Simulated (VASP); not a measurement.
# HgTe (I-4m2) in VASP: further runs, part 2 of 2

VASP 6.6.1. The steps go on from the part before.

## (3) Single point, r2SCAN (strain +0.000 along x and y, +0.015 along z)

File POSCAR:

```
HgTe
1.0
    0.0000000000      3.2235000000      3.2718525000
    3.2235000000      0.0000000000      3.2718525000
    3.2235000000      3.2235000000      0.0000000000
Hg Te
1 1
Direct
    0.0000000000      0.0000000000      0.0000000000
    0.7500000000      0.7500000000      0.7500000000
```

File INCAR.step1:

```
PREC = Accurate
ENCUT = 520
ISMEAR = 0
SIGMA = 0.15
LREAL = False
LASPH = True
NELM = 100
NBANDS = 16
GGA = PE
ALGO = Normal
EDIFF = 1E-4
LWAVE = True
LCHARG = False
```

File INCAR.step2:

```
PREC = Accurate
ENCUT = 520
EDIFF = 1E-6
ISMEAR = 0
SIGMA = 0.15
LREAL = False
LASPH = True
NELM = 100
ALGO = Normal
ISIF = 2
LWAVE = False
LCHARG = False
METAGGA = R2SCAN
LMIXTAU = True
NBANDS = 16
ISTART = 1
```

File KPOINTS:

```
regular mesh
0
Gamma
  14 14 14
```

Potentials or basis: VASP PAW PBE potentials, release 64 (Hg, Te).

The run is started by

```bash
cat potpaw_PBE.64/Hg/POTCAR potpaw_PBE.64/Te/POTCAR > POTCAR
cp INCAR.step1 INCAR
mpirun -np 1 vasp_std > vasp.out
cp INCAR.step2 INCAR
mpirun -np 1 vasp_std > vasp.out
```

OUTCAR:

```text
PREC = Accurate
   ENCUT = 520
   EDIFF = 1E-6
   ISMEAR = 0
   LREAL = False
   LASPH = True
   NELM = 100
   ISIF = 2
   METAGGA = R2SCAN
   ISTART = 1

 ion  position               nearest neighbor table
   1  0.000  0.000  0.000-   2 2.81   2 2.81   2 2.81   2 2.81
   2  0.750  0.750  0.750-   1 2.81   1 2.81   1 2.81   1 2.81

  LATTYP: Found a body centered tetragonal cell.
 ALAT       =     4.5587174183
 C/A-ratio  =     1.4354267658

  Lattice vectors:

[... 645 lines left out ...]

  FORCE on cell =-STRESS in cart. coord.  units (eV):
  Direction    XX          YY          ZZ          XY          YZ          ZX
  --------------------------------------------------------------------------------------
  -------------------------------------------------------------------------------------
  Total        0.8773019      0.8773019      0.7842433      0.0000000      0.0000000      0.0000000
  in kB       20.6719095     20.6719095     18.4791656      0.0000000      0.0000000      0.0000000
  external PRESSURE =      19.9409949 kB  Pullay stress =       0.0000000 kB

 VOLUME and BASIS-vectors are now :
 -----------------------------------------------------------------------------
  energy-cutoff  :      520.00
  volume of cell :       68.00
      direct lattice vectors                 reciprocal lattice vectors
     0.000000000  3.223500000  3.271852500    -0.155110904  0.155110904  0.152818625
     3.223500000  0.000000000  3.271852500     0.155110904 -0.155110904  0.152818625
     3.223500000  3.223500000  0.000000000     0.155110904  0.155110904 -0.152818625

 POSITION                                       TOTAL-FORCE (eV/Angst)
 -----------------------------------------------------------------------------------
      0.00000      0.00000      0.00000        -0.000000     -0.000000     -0.000000
      4.83525      4.83525      4.90778         0.000000      0.000000      0.000000
 -----------------------------------------------------------------------------------
    total drift:                               -0.000000     -0.000000      0.000000

  FREE ENERGIE OF THE ION-ELECTRON SYSTEM (eV)
  ---------------------------------------------------
  free  energy   TOTEN  =       -75.1452777749 eV

  energy  without entropy=      -75.1451074940  energy(sigma->0) =      -75.14519263
```

OUTCAR.step1:

```text
PREC = Accurate
   ENCUT = 520
   ISMEAR = 0
   LREAL = False
   LASPH = True
[... 679 lines left out ...]
      0.00000      0.00000      0.00000        -0.000000     -0.000000      0.000000
      4.83525      4.83525      4.90778         0.000000      0.000000     -0.000000
 -----------------------------------------------------------------------------------
    total drift:                               -0.000000     -0.000000      0.000000

  FREE ENERGIE OF THE ION-ELECTRON SYSTEM (eV)
  ---------------------------------------------------
  free  energy   TOTEN  =        -3.5959802334 eV

  energy  without entropy=       -3.5957597706  energy(sigma->0) =       -3.59587000
```

Wall time 10 min (1 thread of Intel Xeon Platinum 8488C (Sapphire Rapids), shared host); peak memory 0.42 GiB.

What came out:

```
Free energy            : -75.1453 eV
Pressure               : 2.0 GPa
Band gap on the k mesh : zero (filled and empty bands touch)
```

Caveat: the cell differs from its parent crystal (strain +0.000 along x and y, +0.015 along z); semilocal functionals underestimate gaps, and a narrow one can read as zero; the PAW data sets were made with another functional, which shifts forces and pressure a little; spin-orbit coupling is left out, which moves the levels of the heavy elements.
